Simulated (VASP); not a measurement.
# MnS (Fm-3m) in VASP: further runs

Runs on MnS. Level: PBE+U. Tasks: single point, relaxation of cell and atoms.

All numbers are computed with VASP 6.6.1; they aren't measurements. Logs are shortened: lines on timing, memory, paths and dates and some standing lists are left out, and cuts for length are marked.

### Step 1. The cell of the first run

Symmetry: Fm-3m, No. 225, cubic system. Conventional cell: a = 5.257 Å, b = 5.257 Å, c = 5.257 Å, α = 90.00°, β = 90.00°, γ = 90.00°. Mn (site symmetry m-3m) has 6 S at 2.63 Å within 3.5 Å. Within 3.5 Å of S (site symmetry m-3m) lie 6 Mn at 2.63 Å.

### Step 2. Single point, PBE+U, collinear spin, ferromagnetic start

The input, INCAR:

```
SYSTEM = MnS
  PREC = Accurate
  ENCUT = 520
  EDIFF = 1E-7
  ISMEAR = -1
  SIGMA = 0.1
  LREAL = .False.
  LASPH = .True.
  NELM = 150
  ALGO = Normal
  ISIF = 2
  LWAVE = .False.
  LCHARG = .False.
  ISPIN = 2
  MAGMOM = 2.8 0
  LORBIT = 11
  LMAXMIX = 4
  LDAU = .True.
  LDAUTYPE = 1
  LDAUL = 2 -1
  LDAUU = 4.4 0
  LDAUJ = 0.9 0
  LDAUPRINT = 1
  GGA = PE
  NBANDS = 20
```

The input, KPOINTS:

```
regular mesh
0
Gamma
  11 11 11
  0 0 0
```

The input, POSCAR:

```
MnS
1.0
    0.0000000000      2.6285845897      2.6285845897
    2.6285845897      0.0000000000      2.6285845897
    2.6285845897      2.6285845897      0.0000000000
Mn S
1 1
Direct
    0.0000000000      0.0000000000      0.0000000000
    0.5000000000      0.5000000000      0.5000000000
```

Potentials or basis: VASP PAW PBE potentials, release 64 (Mn_pv, S).

On the command line:

```sh
> cat potpaw_PBE.64/Mn_pv/POTCAR potpaw_PBE.64/S/POTCAR > POTCAR
> mpirun -np 1 vasp_std > vasp.out
```

OUTCAR:

```text
SYSTEM = MnS
   PREC = Accurate
   ENCUT = 520
   EDIFF = 1E-7
   ISMEAR = -1
   LREAL = .False.
   LASPH = .True.
   NELM = 150
   ISIF = 2
   ISPIN = 2
   LORBIT = 11
   GGA = PE

 ion  position               nearest neighbor table
   1  0.000  0.000  0.000-   2 2.63   2 2.63   2 2.63   2 2.63   2 2.63   2 2.63
   2  0.500  0.500  0.500-   1 2.63   1 2.63   1 2.63   1 2.63   1 2.63   1 2.63

  LATTYP: Found a face centered cubic cell.
 ALAT       =     5.2571691794

  Lattice vectors:

 A1 = (   0.0000000000,   2.6285845897,   2.6285845897)
 A2 = (   2.6285845897,   0.0000000000,   2.6285845897)
 A3 = (   2.6285845897,   2.6285845897,   0.0000000000)

Analysis of symmetry for initial positions (statically):
=====================================================================
 Subroutine PRICEL returns:
 Original cell was already a primitive cell.

 Routine SETGRP: Setting up the symmetry group for a
 face centered cubic supercell.

 Subroutine GETGRP returns: Found 48 space group operations
 (whereof 48 operations were pure point group operations)
 out of a pool of 48 trial point group operations.

The static configuration has the point symmetry O_h .

Analysis of symmetry for dynamics (positions and initial velocities):
=====================================================================
 Subroutine PRICEL returns:
 Original cell was already a primitive cell.

 Routine SETGRP: Setting up the symmetry group for a
 face centered cubic supercell.

 Subroutine GETGRP returns: Found 48 space group operations
 (whereof 48 operations were pure point group operations)
 out of a pool of 48 trial point group operations.

The dynamic configuration has the point symmetry O_h .

Analysis of structural, dynamic, and magnetic symmetry:
=====================================================================
 Subroutine PRICEL returns:
 Original cell was already a primitive cell.

 Routine SETGRP: Setting up the symmetry group for a
 face centered cubic supercell.

 Subroutine GETGRP returns: Found 48 space group operations
 (whereof 48 operations were pure point group operations)
 out of a pool of 48 trial point group operations.

The overall configuration has the point symmetry O_h .

 Subroutine INISYM returns: Found 48 space group operations
 (whereof 48 operations are pure point group operations),
 and found     1 'primitive' translations

----------------------------------------------------------------------------------------

                                     Primitive cell

  volume of cell :      36.3242

  direct lattice vectors                    reciprocal lattice vectors
     0.000000000  2.628584590  2.628584590    -0.190216439  0.190216439  0.190216439
     2.628584590  0.000000000  2.628584590     0.190216439 -0.190216439  0.190216439
     2.628584590  2.628584590  0.000000000     0.190216439  0.190216439 -0.190216439

  length of vectors
     3.717379977  3.717379977  3.717379977     0.329464537  0.329464537  0.329464537

  position of ions in fractional coordinates (direct lattice)
     0.000000000  0.000000000  0.000000000
     0.500000000  0.500000000  0.500000000

  ion indices of the primitive-cell ions
   primitive index   ion index
                 1           1
                 2           2

----------------------------------------------------------------------------------------

 KPOINTS: regular mesh

Automatic generation of k-mesh.
 Grid dimensions read from file:
 generate k-points for:   11   11   11

 Generating k-lattice:

  Cartesian coordinates                     Fractional coordinates (reciprocal lattice)
    -0.017292404  0.017292404  0.017292404     0.090909091  0.000000000  0.000000000
     0.017292404 -0.017292404  0.017292404     0.000000000  0.090909091  0.000000000
     0.017292404  0.017292404 -0.017292404     0.000000000  0.000000000  0.090909091

  Length of vectors
     0.029951322  0.029951322  0.029951322

  Shift w.r.t. Gamma in fractional coordinates (k-lattice)
     0.000000000  0.000000000  0.000000000

 Subroutine IBZKPT returns following result:
 ===========================================

 Found     56 irreducible k-points:

 Following reciprocal coordinates:
            Coordinates               Weight
  0.000000  0.000000  0.000000      1.000000
  0.090909  0.000000  0.000000      8.000000
  0.181818  0.000000  0.000000      8.000000
  0.272727  0.000000  0.000000      8.000000
  0.363636  0.000000  0.000000      8.000000
  0.454545  0.000000  0.000000      8.000000
[... 16 lines left out ...]
 -0.272727  0.181818  0.000000     24.000000
 -0.181818  0.181818  0.000000     12.000000
 [... further k-points ...]
   k-points           NKPTS =     56   k-points in BZ     NKDIM =     56   number of bands    NBANDS=     20
   number of dos      NEDOS =    301   number of ions     NIONS =      2
   total plane-waves  NPLWV =  21952
   dimension x,y,z NGX =    28 NGY =   28 NGZ =   28
[... 79 lines left out ...]
  o =  0.0149  v =  0.0000  0.0000  0.0000  0.0000  0.0000  0.9886  0.1508 -0.0000 -0.0008 -0.0000      0.0000  0.0000  0.0000  0.0000  0.0000  0.0000  0.0000  0.0000  0.0000  0.0000
  o =  0.0766  v =  0.0000  0.0000  0.0000  0.0000  0.0000 -0.0000  0.0000 -0.0301  0.0000 -0.9995      0.0000  0.0000  0.0000  0.0000  0.0000  0.0000  0.0000  0.0000  0.0000  0.0000
  o =  0.0766  v =  0.0000  0.0000  0.0000  0.0000  0.0000  0.0000 -0.0000  0.9995  0.0000 -0.0301      0.0000  0.0000  0.0000  0.0000  0.0000  0.0000  0.0000  0.0000  0.0000  0.0000
  o =  0.9328  v =  0.0000 -0.8794  0.0000  0.4760 -0.0000  0.0000  0.0000  0.0000  0.0000  0.0000      0.0000  0.0000  0.0000  0.0000  0.0000  0.0000  0.0000  0.0000  0.0000  0.0000
  o =  0.9328  v =  0.0000  0.4760  0.0000  0.8794 -0.0000  0.0000  0.0000  0.0000  0.0000  0.0000      0.0000  0.0000  0.0000  0.0000  0.0000  0.0000  0.0000  0.0000  0.0000  0.0000
  o =  0.9328  v =  1.0000  0.0000  0.0000  0.0000  0.0000  0.0000  0.0000  0.0000  0.0000  0.0000      0.0000  0.0000  0.0000  0.0000  0.0000  0.0000  0.0000  0.0000  0.0000  0.0000
  o =  0.9531  v =  0.0000  0.0000  1.0000 -0.0000  0.0039  0.0000  0.0000  0.0000  0.0000  0.0000      0.0000  0.0000  0.0000  0.0000  0.0000  0.0000  0.0000  0.0000  0.0000  0.0000
  o =  0.9531  v =  0.0000  0.0000  0.0039 -0.0000 -1.0000  0.0000  0.0000  0.0000  0.0000  0.0000      0.0000  0.0000  0.0000  0.0000  0.0000  0.0000  0.0000  0.0000  0.0000  0.0000

 number of electron      18.9999990 magnetization       4.9981339

 Free energy of the ion-electron system (eV)
  ---------------------------------------------------
  ext. energy  EPLUGINS =         0.00000000
  ---------------------------------------------------
  free energy    TOTEN  =       -13.07932949 eV

  energy without entropy =      -13.07838513  energy(sigma->0) =      -13.07885731

 E-fermi :   6.5030     XC(G=0): -10.4691

 val. band max:        6.0870472604   @ k =  -0.3636   0.0909   0.0000
 cond. band min:       6.7036515470   @ k =   0.4545   0.4545   0.0000
 fundamental gap:      0.6166042866
 Fermi energy:         6.5030358268

 spin component 1

 k-point     1 :       0.0000    0.0000    0.0000
  band No.  band energies     occupation
      1     -44.5893      1.00000
      2     -44.5893      1.00000
      3     -44.5893      1.00000
      4      -7.8735      1.00000
      5       1.4335      1.00000
      6       1.4336      1.00000
[... 12 lines left out ...]
     19      17.7111      0.00000
[... 513 lines left out ...]
      4      -7.1227      1.00000
      5       0.4384      1.00000
      6       0.7632      1.00000
[... 12 lines left out ...]
     19      19.5694      0.00000
     20      21.0351      0.00000

 [... further k-points ...]

 spin component 2

 k-point     1 :       0.0000    0.0000    0.0000
  band No.  band energies     occupation
      1     -39.7027      1.00000
      2     -39.7027      1.00000
      3     -39.7027      1.00000
      4      -7.6013      1.00000
      5       4.8833      1.00000
      6       4.8833      1.00000
[... 12 lines left out ...]
     19      19.5141      0.00000
[... 513 lines left out ...]
      4      -6.8853      1.00000
      5       1.9754      1.00000
      6       3.4635      1.00000
[... 12 lines left out ...]
     19      20.8606      0.00000
     20      22.6240      0.00000

 [... further k-points ...]

------------------------ aborting loop because EDIFF is reached ----------------------------------------

  FORCE on cell =-STRESS in cart. coord.  units (eV):
  Direction    XX          YY          ZZ          XY          YZ          ZX
  --------------------------------------------------------------------------------------
  -------------------------------------------------------------------------------------
  Total        0.3187242      0.3187242      0.3187242      0.0000000     -0.0000000      0.0000000
  in kB       14.0582001     14.0582001     14.0582001      0.0000000     -0.0000000      0.0000000
  external PRESSURE =      14.0582001 kB  Pullay stress =       0.0000000 kB

 VOLUME and BASIS-vectors are now :
 -----------------------------------------------------------------------------
  energy-cutoff  :      520.00
  volume of cell :       36.32
      direct lattice vectors                 reciprocal lattice vectors
     0.000000000  2.628584590  2.628584590    -0.190216439  0.190216439  0.190216439
     2.628584590  0.000000000  2.628584590     0.190216439 -0.190216439  0.190216439
     2.628584590  2.628584590  0.000000000     0.190216439  0.190216439 -0.190216439

 POSITION                                       TOTAL-FORCE (eV/Angst)
 -----------------------------------------------------------------------------------
      0.00000      0.00000      0.00000        -0.000000     -0.000000      0.000000
      2.62858      2.62858      2.62858         0.000000      0.000000     -0.000000
 -----------------------------------------------------------------------------------
    total drift:                               -0.000000      0.000000      0.000000

  FREE ENERGIE OF THE ION-ELECTRON SYSTEM (eV)
  ---------------------------------------------------
  free  energy   TOTEN  =       -13.0793294934 eV

  energy  without entropy=      -13.0783851343  energy(sigma->0) =      -13.07885731

 total charge

# of ion       s       p       d       tot
------------------------------------------
    1        0.214   6.161   4.885  11.261
    2        1.321   2.449   0.000   3.770
--------------------------------------------------
tot          1.535   8.610   4.885  15.031

 magnetization (x)

# of ion       s       p       d       tot
------------------------------------------
    1        0.048   0.037   4.497   4.582
    2        0.021   0.067   0.000   0.088
--------------------------------------------------
tot          0.069   0.104   4.497   4.670
```

It took 36 s on 1 thread of Intel Xeon 6975P-C (Granite Rapids), shared host; peak memory 0.21 GiB.

Results:

* Free energy: -13.0793 eV
* Pressure: 1.4 GPa
* Band gap on the k mesh: 0.62 eV (least direct gap 2.49 eV)
* Net moment: 5.00 μB per cell
* Site moments: Mn +4.58; S +0.09 μB
* Valence electrons inside the program's atomic spheres: Mn 11.26; S 3.77

Eigenvalues of the final occupation matrices:
| site | spin | trace | eigenvalues |
| --- | --- | --- | --- |
| site 1 d | 1 | 4.70 | 0.93 0.93 0.93 0.95 0.95 |
| site 1 d | 2 | 0.20 | 0.01 0.01 0.01 0.08 0.08 |

Caveat: semilocal functionals underestimate gaps, and a narrow one can read as zero; an odd mesh through Γ misses points on the zone boundary, where band edges can lie; a cell with one magnetic atom can't hold antiferromagnetic order, which such compounds often take.

### Step 3. Single point, PBE+U, collinear spin, ferromagnetic start

This run uses another cell than the first one, of 18.60 Å³/atom.

INCAR, as its differences from that of step 2:

```diff
@@ -3,3 +3,3 @@
   ENCUT = 520
-  EDIFF = 1E-7
+  EDIFF = 1E-6
   ISMEAR = -1
```

The input, KPOINTS:

```
Automatic mesh
0
Gamma
  11 11 11
  0 0 0
```

The input, POSCAR:

```
MnS
1.0
    0.0000000000      2.6496767762      2.6496767762
    2.6496767762      0.0000000000      2.6496767762
    2.6496767762      2.6496767762      0.0000000000
Mn S
1 1
Direct
    0.0000000000      0.0000000000      0.0000000000
    0.5000000000      0.5000000000      0.5000000000
```

Potentials or basis: VASP PAW PBE potentials, release 64 (Mn_pv, S).

On the command line:

```sh
> cat potpaw_PBE.64/Mn_pv/POTCAR potpaw_PBE.64/S/POTCAR > POTCAR
> mpirun -np 1 vasp_std > vasp.out
```

Run time: 36 s. Hardware: 1 thread of Intel Xeon 6975P-C (Granite Rapids), shared host; peak memory 0.21 GiB.

The run converged. Its results:

```yaml
Free_energy: -13.0820 eV
Pressure: -0.5 GPa
Band_gap_on_the_k_mesh: 0.76 eV (least direct gap 2.55 eV)
Net_moment: 5.00 μB per cell
Site_moments: Mn +4.59; S +0.08 μB
Valence_electrons_inside_the_program's_atomic_spheres: Mn 11.24; S 3.76
```

Levels at points of the mesh, in eV from the valence-band top:
Spin up:
| k point | band 9 | band 10 | band 11 | band 12 | band 13 | band 14 | band 15 | band 16 |
| --- | --- | --- | --- | --- | --- | --- | --- | --- |
| (0.00, 0.00, 0.00) | -4.57 | -1.30 | -1.30 | -1.30 | 1.73 | 8.59 | 8.59 | 8.59 |
Spin down:
| k point | band 4 | band 5 | band 6 | band 7 | band 8 | band 9 | band 10 | band 11 |
| --- | --- | --- | --- | --- | --- | --- | --- | --- |
| (0.00, 0.00, 0.00) | -13.49 | -1.13 | -1.13 | -1.13 | 2.05 | 2.05 | 2.09 | 2.09 |

Eigenvalues of the final occupation matrices:
| site | spin | trace | eigenvalues |
| --- | --- | --- | --- |
| site 1 d | 1 | 4.71 | 0.93 0.93 0.93 0.95 0.95 |
| site 1 d | 2 | 0.19 | 0.01 0.01 0.01 0.07 0.07 |

Caveat: semilocal functionals underestimate gaps, and a narrow one can read as zero; an odd mesh through Γ misses points on the zone boundary, where band edges can lie; a cell with one magnetic atom can't hold antiferromagnetic order, which such compounds often take.

### Step 4. Relaxation of cell and atoms, PBE+U, collinear spin, ferromagnetic start

This run uses another cell than the first one, of 17.67 Å³/atom.

The input, INCAR:

```
SYSTEM = MnS
PREC = Accurate ; ENCUT = 600
EDIFF = 1E-7 ; ISMEAR = -1
SIGMA = 0.1 ; LREAL = .FALSE.
LASPH = .TRUE. ; NELM = 150
ALGO = Normal ; ISIF = 3
LWAVE = .FALSE. ; LCHARG = .FALSE.
ISPIN = 2 ; MAGMOM = 2.8 0
LORBIT = 11 ; LMAXMIX = 4
LDAU = .TRUE. ; LDAUTYPE = 1
LDAUL = 2 -1 ; LDAUU = 4.4 0
LDAUJ = 0.9 0 ; LDAUPRINT = 1
GGA = PE ; IBRION = 2
NSW = 80 ; EDIFFG = -0.01
```

The input, KPOINTS:

```
regular mesh
0
G
  11 11 11
  0 0 0
```

The input, POSCAR:

```
MnS
1.0
    0.0000000000      2.6045000000      2.6045000000
    2.6045000000      0.0000000000      2.6045000000
    2.6045000000      2.6045000000      0.0000000000
Mn S
1 1
Direct
    0.0000000000      0.0000000000      0.0000000000
    0.5000000000      0.5000000000      0.5000000000
```

On the command line:

```sh
> cat potpaw_PBE.64/Mn_pv/POTCAR potpaw_PBE.64/S/POTCAR > POTCAR
> mpirun -np 1 vasp_std > vasp.out
```

Wall time 82 s (1 thread of Intel Xeon 6975P-C (Granite Rapids), shared host); peak memory 0.22 GiB.

Results (log left out):

| Property | Result |
| --- | --- |
| Free energy | -13.0821 eV |
| Relaxed volume | 18.48 Å³/atom |
| Relaxed cell | a = 3.739 Å, b = 3.739 Å, c = 3.739 Å, α = 60.00°, β = 60.00°, γ = 60.00° |
| Space group after relaxing (to 0.1 Å) | Fm-3m (No. 225) |
| Energy gained by relaxing | 9.4 meV/atom |
| Ionic steps | 3 |
| Pressure after relaxing | 0.0 GPa |
| Band gap on the k mesh | 0.72 eV (least direct gap 2.53 eV) |
| Net moment | 5.00 μB per cell |
| Site moments | Mn +4.59; S +0.08 μB |
| Valence electrons inside the program's atomic spheres | Mn 11.25; S 3.76 |

Step by step:
```tsv
step	energy change (eV)	largest force (eV/Å)	pressure (GPa)	volume (Å³)
1	0.0000	0.0000	3.84	35.33
2	-0.0166	0.0000	-1.17	37.54
3	-0.0187	0.0000	0.01	36.96
```

Final structure:
```
CELL_PARAMETERS angstrom
0.00000 2.64380 2.64380
2.64380 0.00000 2.64380
2.64380 2.64380 0.00000
ATOMIC_POSITIONS crystal
Mn 0.00000 0.00000 0.00000
S 0.50000 0.50000 0.50000
```

Levels at points of the mesh, in eV from the valence-band top:
Spin up:
```
           k point  band 9  band 10  band 11  band 12  band 13  band 14
(0.00, 0.00, 0.00)   -4.58    -1.33    -1.33    -1.33     1.76     8.58
```
Spin down:
| k point | band 4 | band 5 | band 6 | band 7 | band 8 | band 9 | band 10 | band 11 |
| --- | --- | --- | --- | --- | --- | --- | --- | --- |
| (0.00, 0.00, 0.00) | -13.54 | -1.15 | -1.15 | -1.15 | 2.02 | 2.02 | 2.06 | 2.06 |

Eigenvalues of the final occupation matrices:
| site | spin | trace | eigenvalues |
| --- | --- | --- | --- |
| site 1 d | 1 | 4.71 | 0.93 0.93 0.93 0.95 0.95 |
| site 1 d | 2 | 0.19 | 0.01 0.01 0.01 0.07 0.07 |

Caveat: semilocal functionals underestimate gaps, and a narrow one can read as zero; an odd mesh through Γ misses points on the zone boundary, where band edges can lie; a cell with one magnetic atom can't hold antiferromagnetic order, which such compounds often take.

### Step 5. Summary

```tsv
task	cell	cutoff (eV)	gap on the mesh (eV)	pressure (GPa)	moment (μB)
single point	a = 3.717 Å, angles 60.0°, 2 atoms	520	0.62	1.4	5.00
single point	a = 3.747 Å, angles 60.0°, 2 atoms	520	0.76	-0.5	5.00
relaxation of cell and atoms	relaxed from a = 3.683 Å, angles 60.0°, 2 atoms	600	0.72	0.0	5.00
```

Alike in all rows: level PBE+U; potentials or basis VASP PAW PBE potentials, release 64 (Mn_pv, S); spin collinear, ferromagnetic start; Mn d U = 4.4 eV, J = 0.9 eV; k mesh 11 × 11 × 11; smearing fermi-dirac 0.1 eV.

Caveats: semilocal functionals underestimate gaps, and a narrow one can read as zero; an odd mesh through Γ misses points on the zone boundary, where band edges can lie; a cell with one magnetic atom can't hold antiferromagnetic order, which such compounds often take.

Absolute energies hang on the potentials; compare differences alone.
